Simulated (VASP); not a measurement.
# TiNi (P4/mmm) in VASP: single point with PBEsol

Aim: the single point of TiNi with PBEsol.

Program: VASP 6.6.1. These are calculated values, not measurements. Logs are shortened: lines on timing, memory, paths and dates and some standing lists are left out, and cuts for length are marked.

### 1 The cell of the first run

It takes space group P4/mmm (No. 123, tetragonal). The conventional cell has a = 2.736 Å, b = 2.736 Å, c = 3.581 Å, α = 90.00°, β = 90.00°, γ = 90.00°. Ti (site symmetry 4/mmm) has 8 Ni at 2.64 Å and 4 Ti at 2.74 Å within 3.5 Å. Ni (site symmetry 4/mmm) has 8 Ti at 2.64 Å and 4 Ni at 2.74 Å within 3.5 Å.

### 2 Single point, PBEsol, collinear spin, ferromagnetic start

File INCAR:

```
ALGO = Normal
EDIFF = 1E-6
ENCUT = 520
GGA = PS
ISIF = 2
ISMEAR = 0
ISPIN = 2
LASPH = True
LCHARG = False
LMAXMIX = 4
LORBIT = 11
LREAL = False
LWAVE = False
MAGMOM = 0 2
NBANDS = 22
NELM = 150
PREC = Accurate
SIGMA = 0.1
```

File KPOINTS:

```
k-points
0
Gamma
  6 6 6
```

File POSCAR:

```
TiNi
1.0
    2.7358030000      0.0000000000      0.0000000000
    0.0000000000      2.7358030000      0.0000000000
    0.0000000000      0.0000000000      3.5814100000
Ti Ni
1 1
Direct
    0.5000000000      0.5000000000      0.5000000000
    0.0000000000      0.0000000000      0.0000000000
```

Potentials or basis: VASP PAW PBE potentials, release 64 (Ti_sv, Ni).

Command:

```bash
cat potpaw_PBE.64/Ti_sv/POTCAR potpaw_PBE.64/Ni/POTCAR > POTCAR
mpirun -np 1 vasp_std > vasp.out
```

OUTCAR:

```text
EDIFF = 1E-6
   ENCUT = 520
   GGA = PS
   ISIF = 2
   ISMEAR = 0
   ISPIN = 2
   LASPH = True
   LORBIT = 11
   LREAL = False
   NELM = 150
   PREC = Accurate

 ion  position               nearest neighbor table
   1  0.500  0.500  0.500-   2 2.64   2 2.64   2 2.64   2 2.64   2 2.64   2 2.64   2 2.64   2 2.64

   2  0.000  0.000  0.000-   1 2.64   1 2.64   1 2.64   1 2.64   1 2.64   1 2.64   1 2.64   1 2.64

  LATTYP: Found a simple tetragonal cell.
 ALAT       =     2.7358030000
 C/A-ratio  =     1.3090891413

  Lattice vectors:

 A1 = (   2.7358030000,   0.0000000000,   0.0000000000)
 A2 = (   0.0000000000,   2.7358030000,   0.0000000000)
 A3 = (   0.0000000000,   0.0000000000,   3.5814100000)

Analysis of symmetry for initial positions (statically):
=====================================================================
 Subroutine PRICEL returns:
 Original cell was already a primitive cell.

 Routine SETGRP: Setting up the symmetry group for a
 simple tetragonal supercell.

 Subroutine GETGRP returns: Found 16 space group operations
 (whereof 16 operations were pure point group operations)
 out of a pool of 16 trial point group operations.

The static configuration has the point symmetry D_4h.

Analysis of symmetry for dynamics (positions and initial velocities):
=====================================================================
 Subroutine PRICEL returns:
 Original cell was already a primitive cell.

 Routine SETGRP: Setting up the symmetry group for a
 simple tetragonal supercell.

 Subroutine GETGRP returns: Found 16 space group operations
 (whereof 16 operations were pure point group operations)
 out of a pool of 16 trial point group operations.

The dynamic configuration has the point symmetry D_4h.

Analysis of structural, dynamic, and magnetic symmetry:
=====================================================================
 Subroutine PRICEL returns:
 Original cell was already a primitive cell.

 Routine SETGRP: Setting up the symmetry group for a
 simple tetragonal supercell.

 Subroutine GETGRP returns: Found 16 space group operations
 (whereof 16 operations were pure point group operations)
 out of a pool of 16 trial point group operations.

The overall configuration has the point symmetry D_4h.

 Subroutine INISYM returns: Found 16 space group operations
 (whereof 16 operations are pure point group operations),
 and found     1 'primitive' translations

----------------------------------------------------------------------------------------

                                     Primitive cell

  volume of cell :      26.8055

  direct lattice vectors                    reciprocal lattice vectors
     2.735803000  0.000000000  0.000000000     0.365523395  0.000000000  0.000000000
     0.000000000  2.735803000  0.000000000     0.000000000  0.365523395  0.000000000
     0.000000000  0.000000000  3.581410000     0.000000000  0.000000000  0.279219637

  length of vectors
     2.735803000  2.735803000  3.581410000     0.365523395  0.365523395  0.279219637

  position of ions in fractional coordinates (direct lattice)
     0.500000000  0.500000000  0.500000000
     0.000000000  0.000000000  0.000000000

  ion indices of the primitive-cell ions
   primitive index   ion index
                 1           1
                 2           2

----------------------------------------------------------------------------------------

 KPOINTS: k-points

Automatic generation of k-mesh.
 Grid dimensions read from file:
 generate k-points for:    6    6    6

 Generating k-lattice:

  Cartesian coordinates                     Fractional coordinates (reciprocal lattice)
     0.060920566  0.000000000  0.000000000     0.166666667  0.000000000  0.000000000
     0.000000000  0.060920566  0.000000000     0.000000000  0.166666667  0.000000000
     0.000000000  0.000000000  0.046536606     0.000000000  0.000000000  0.166666667

  Length of vectors
     0.060920566  0.060920566  0.046536606

  Shift w.r.t. Gamma in fractional coordinates (k-lattice)
     0.000000000  0.000000000  0.000000000

 Subroutine IBZKPT returns following result:
 ===========================================

 Found     40 irreducible k-points:

 Following reciprocal coordinates:
            Coordinates               Weight
  0.000000  0.000000  0.000000      1.000000
  0.166667  0.000000  0.000000      4.000000
  0.333333  0.000000  0.000000      4.000000
  0.500000  0.000000  0.000000      2.000000
  0.166667  0.166667  0.000000      4.000000
  0.333333  0.166667  0.000000      8.000000
[... 16 lines left out ...]
  0.333333  0.000000  0.333333      8.000000
  0.500000  0.000000  0.333333      4.000000
 [... further k-points ...]
   k-points           NKPTS =     40   k-points in BZ     NKDIM =     40   number of bands    NBANDS=     22
   number of dos      NEDOS =    301   number of ions     NIONS =      2
   total plane-waves  NPLWV =  11200
   dimension x,y,z NGX =    20 NGY =   20 NGZ =   28
   dimension x,y,z NGXF=    40 NGYF=   40 NGZF=   56
   ions per type =               1   1
   NGX,Y,Z   is equivalent  to a cutoff of  12.15, 12.15, 13.00 a.u.
   NGXF,Y,Z  is equivalent  to a cutoff of  24.31, 24.31, 25.99 a.u.
 SYSTEM =  unknown system
   PREC   = accura    normal or accurate (medium, high low for compatibility)
   ISTART =      0    job   : 0-new  1-cont  2-samecut
   ICHARG =      2    charge: 1-file 2-atom 10-const
   ISPIN  =      2    spin polarized calculation?
   LNONCOLLINEAR =      F non collinear calculations
   LSORBIT =      F    spin-orbit coupling
   LASPH  =      T    aspherical Exc in radial PAW
   ENCUT  =  520.0 eV  38.22 Ry    6.18 a.u.   5.09  5.09  6.66*2*pi/ulx,y,z
   NELM   =    150;   NELMIN=  2; NELMDL= -5     # of ELM steps
   EDIFF  = 0.1E-05   stopping-criterion for ELM
   LREAL  =      F    real-space projection
   EDIFFG = 0.1E-04   stopping-criterion for IOM
   NSW    =      0    number of steps for IOM
   IBRION =     -1    ionic relax: 0-MD 1-quasi-New 2-CG
   NFREE  =      0    steps in history (QN), initial steepest desc. (CG)
   ISIF   =      2    stress and relaxation
   ISYM   =      2    0-nonsym 1-usesym 2-fastsym
   POTIM  = 0.5000    time-step for ionic-motion
   TEBEG  =    0.0;   TEEND  =   0.0 temperature during run
   PSTRESS=    0.0 pullay stress
   NELECT =      22.0000    total number of electrons
   NUPDOWN=      -1.0000    fix difference up-down
   EMIN   =  10.00;   EMAX   =-10.00  energy-range for DOS
   EFERMI =   0.00;   METHOD = LEGACY
   ISMEAR =     0;   SIGMA  =   0.10  broadening in eV -4-tet -1-fermi 0-gaus
   EFERMI_NEDOS =   21; number of points for ismear=-14 and -15
   IALGO  =     38    algorithm
   IMIX   =      4    mixing-type and parameters
     AMIX     =   0.40;   BMIX     =  1.00
     AMIX_MAG =   1.60;   BMIX_MAG =  1.00
  volume/ion in A,a.u.               =      13.40        90.45
  Fermi-wavevector in a.u.,A,eV,Ry     =   1.532761  2.896499 31.964941  2.349357
  Thomas-Fermi vector in A             =   2.639922
   LORBIT       =     11    0 simple, 1 ext, 2 COOP (PROOUT), +10 PAW based schemes
   GGA     = PS    functional components
   LHFCALC =     F    Hartree Fock is set to
   AEXX    =    0.0000 exact exchange contribution
   IVDW    =     0    specifies the selected vdW correction
   LEPSILON=     F    determine dielectric tensor
   LRPA    =     F    only Hartree local field effects (RPA)
 spin polarized calculation
 Gauss-broadening in eV      SIGMA  =   0.10
  energy-cutoff  :      520.00
  volume of cell :       26.81
 maximum number of plane-waves:       740
   NGX = 11   NGY = 11   NGZ = 13

 number of electron      22.0000032 magnetization       0.0005277

 number of electron      22.0000032 magnetization      -0.0002333

 Free energy of the ion-electron system (eV)
  ---------------------------------------------------
  ext. energy  EPLUGINS =         0.00000000
  ---------------------------------------------------
  free energy    TOTEN  =       -15.14127966 eV

  energy without entropy =      -15.12773736  energy(sigma->0) =      -15.13450851

 E-fermi :   9.2022     XC(G=0): -12.6297

 val. band max:        9.1556261800   @ k =   0.5000   0.3333   0.0000
 cond. band min:       9.2066566202   @ k =   0.3333   0.0000   0.1667
 fundamental gap:      0.0510304403
 Fermi energy:         9.2022413474

 spin component 1

 k-point     1 :       0.0000    0.0000    0.0000
  band No.  band energies     occupation
      1     -47.4595      1.00000
      2     -23.7963      1.00000
      3     -23.4641      1.00000
      4     -23.4641      1.00000
      5       1.5846      1.00000
      6       5.3013      1.00000
[... 14 lines left out ...]
     21      28.1915      0.00000
     22      29.8343      0.00000
[... 552 lines left out ...]
  band No.  band energies     occupation
      1     -47.3728      1.00000
      2     -24.0923      1.00000
      3     -23.7581      1.00000
      4     -23.4056      1.00000
      5       5.0538      1.00000
      6       5.6460      1.00000
[... 14 lines left out ...]
     21      27.7288      0.00000
     22      28.8070      0.00000

 [... further k-points ...]

 spin component 2

 k-point     1 :       0.0000    0.0000    0.0000
  band No.  band energies     occupation
      1     -47.4596      1.00000
      2     -23.7964      1.00000
      3     -23.4641      1.00000
      4     -23.4641      1.00000
      5       1.5846      1.00000
      6       5.3012      1.00000
[... 14 lines left out ...]
     21      28.1915      0.00000
     22      29.8343      0.00000
[... 552 lines left out ...]
  band No.  band energies     occupation
      1     -47.3728      1.00000
      2     -24.0923      1.00000
      3     -23.7582      1.00000
      4     -23.4057      1.00000
      5       5.0537      1.00000
      6       5.6459      1.00000
[... 14 lines left out ...]
     21      27.7287      0.00000
     22      28.8069      0.00000

 [... further k-points ...]
[... 5 lines left out ...]
  --------------------------------------------------------------------------------------
  -------------------------------------------------------------------------------------
  Total       -0.6592586     -0.6592586     -1.8542678      0.0000000      0.0000000     -0.0000000
  in kB      -39.4042167    -39.4042167   -110.8305174      0.0000000      0.0000000     -0.0000000
  external PRESSURE =     -63.2129836 kB  Pullay stress =       0.0000000 kB

 VOLUME and BASIS-vectors are now :
 -----------------------------------------------------------------------------
  energy-cutoff  :      520.00
  volume of cell :       26.81
      direct lattice vectors                 reciprocal lattice vectors
     2.735803000  0.000000000  0.000000000     0.365523395  0.000000000  0.000000000
     0.000000000  2.735803000  0.000000000     0.000000000  0.365523395  0.000000000
     0.000000000  0.000000000  3.581410000     0.000000000  0.000000000  0.279219637

 POSITION                                       TOTAL-FORCE (eV/Angst)
 -----------------------------------------------------------------------------------
      1.36790      1.36790      1.79070         0.000000      0.000000      0.000000
      0.00000      0.00000      0.00000         0.000000      0.000000      0.000000
 -----------------------------------------------------------------------------------
    total drift:                                0.000000      0.000000      0.000000

  FREE ENERGIE OF THE ION-ELECTRON SYSTEM (eV)
  ---------------------------------------------------
  free  energy   TOTEN  =       -15.1412796553 eV

  energy  without entropy=      -15.1277373646  energy(sigma->0) =      -15.13450851

 total charge

# of ion       s       p       d       tot
------------------------------------------
    1        2.247   6.147   1.913  10.307
    2        0.549   0.484   8.303   9.336
--------------------------------------------------
tot          2.796   6.631  10.216  19.643

 magnetization (x)

# of ion       s       p       d       tot
------------------------------------------
    1        0.000  -0.000  -0.000  -0.000
    2       -0.000  -0.000  -0.000  -0.000
--------------------------------------------------
tot         -0.000  -0.000  -0.000  -0.000
```

It took 26 s on 1 thread of Intel Xeon Platinum 8559C (Emerald Rapids), shared host; peak memory 0.16 GiB.

What came out:

```
Free energy                                           : -15.1413 eV
Pressure                                              : -6.3 GPa
Band gap on the k mesh                                : zero (filled and empty bands overlap)
Net moment                                            : 0.00 μB per cell
Valence electrons inside the program's atomic spheres : Ti 10.31; Ni 9.34
```

Levels at points of the mesh, in eV from the Fermi level:
Spin up:
| k point | band 9 | band 10 | band 11 | band 12 | band 13 | band 14 |
| --- | --- | --- | --- | --- | --- | --- |
| (0.00, 0.00, 0.00) | -1.85 | -1.17 | -0.31 | 0.63 | 2.90 | 2.90 |
| (0.50, 0.00, 0.00) | -1.66 | -1.48 | -0.77 | -0.41 | 0.41 | 1.53 |
| (0.50, 0.50, 0.00) | -0.70 | 0.07 | 2.12 | 2.12 | 2.19 | 2.19 |
| (0.00, 0.00, 0.50) | -1.62 | -1.62 | -1.11 | -1.08 | 1.77 | 1.91 |
| (0.50, 0.00, 0.50) | -1.88 | -0.25 | 0.04 | 0.16 | 0.59 | 2.27 |
| (0.50, 0.50, 0.50) | -1.46 | -1.46 | -1.46 | -0.70 | 2.72 | 4.29 |
Spin down:
```
           k point  band 9  band 10  band 11  band 12  band 13  band 14
(0.00, 0.00, 0.00)   -1.85    -1.17    -0.31     0.63     2.90     2.90
(0.50, 0.00, 0.00)   -1.66    -1.48    -0.77    -0.41     0.41     1.53
(0.50, 0.50, 0.00)   -0.70     0.07     2.12     2.12     2.19     2.19
(0.00, 0.00, 0.50)   -1.62    -1.62    -1.11    -1.08     1.77     1.91
(0.50, 0.00, 0.50)   -1.89    -0.25     0.04     0.16     0.59     2.27
(0.50, 0.50, 0.50)   -1.46    -1.46    -1.46    -0.70     2.72     4.29
```

Caveat: the k points lie up to 0.38 Å⁻¹ apart; the starting moments collapsed, and a magnetic state may lie lower; the PAW data sets were made with another functional, which shifts forces and pressure a little.
